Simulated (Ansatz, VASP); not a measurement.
## AlN in VASP and in Ansatz

Contents of INCAR:

```
SYSTEM = AlN
PREC = Accurate ; ENCUT = 520
EDIFF = 1E-6 ; ISMEAR = 0
SIGMA = 0.05 ; LREAL = .FALSE.
LASPH = .TRUE. ; NELM = 100
ALGO = Normal ; ISIF = 2
LWAVE = .FALSE. ; LCHARG = .TRUE.
GGA = PS ; LELF = .TRUE.
LVHAR = .TRUE. ; NBANDS = 16
```

KPOINTS

```
regular mesh
0
G
  9 9 6
  0 0 0
```

The input POSCAR:

```
AlN
1.0
    3.2024000000      0.0000000000      0.0000000000
   -1.6012000000      2.7733597531      0.0000000000
    0.0000000000      0.0000000000      3.9330000000
Al N
2 2
Direct
    0.3333333333      0.6666666667      0.7500000000
    0.6666666667      0.3333333333      0.2500000000
    0.3333333333      0.6666666667      0.2500000000
    0.6666666667      0.3333333333      0.7500000000
```

Input for Ansatz:

```yaml
crystal:
  lattice:
    - [3.2024, 0.0, 0.0]
    - [-1.6012, 2.7733597531, 0.0]
    - [0.0, 0.0, 3.933]
  atoms:
    - { symbol: Al, position: [0.3333333333, 0.6666666667, 0.75] }
    - { symbol: Al, position: [0.6666666667, 0.3333333333, 0.25] }
    - { symbol: "N", position: [0.3333333333, 0.6666666667, 0.25] }
    - { symbol: "N", position: [0.6666666667, 0.3333333333, 0.75] }
basis:
  ecutwfc: 520.0
kpoints:
  mp_grid: { grid: [9, 9, 6] }
hamiltonian:
  xc: pbesol
  pseudopotentials: { kind: paw, azcp: { folder: soft_1 } }
scf:
  occupations: { method: gaussian, width: 0.05 }
output:
  forces: true
  stress: true
  eigenvalues: true
```

Alike in both runs: task single point; functional PBEsol; k mesh 9 × 9 × 6; occupations gaussian, width 0.05 eV; no spin polarisation.

```csv
,VASP,Ansatz
version,VASP 6.6.1,Ansatz 0.2.0
potentials or method,"VASP PAW PBE potentials, release 64 (Al, N), cutoff 520 eV","scalar-relativistic, plane waves, PAW"
valence electrons in the cell,16,16
```

```csv
,VASP,Ansatz,Ansatz less VASP
gap on the k mesh at the Fermi level (eV),4.17,4.15,-0.016
least direct gap on the mesh (eV),4.17,4.15,-0.016
```

VASP's potentials were made for PBE, not for PBEsol, and Ansatz warns of the same on its side. With one functional, cell and mesh, what is left measures potentials, basis and numerics.
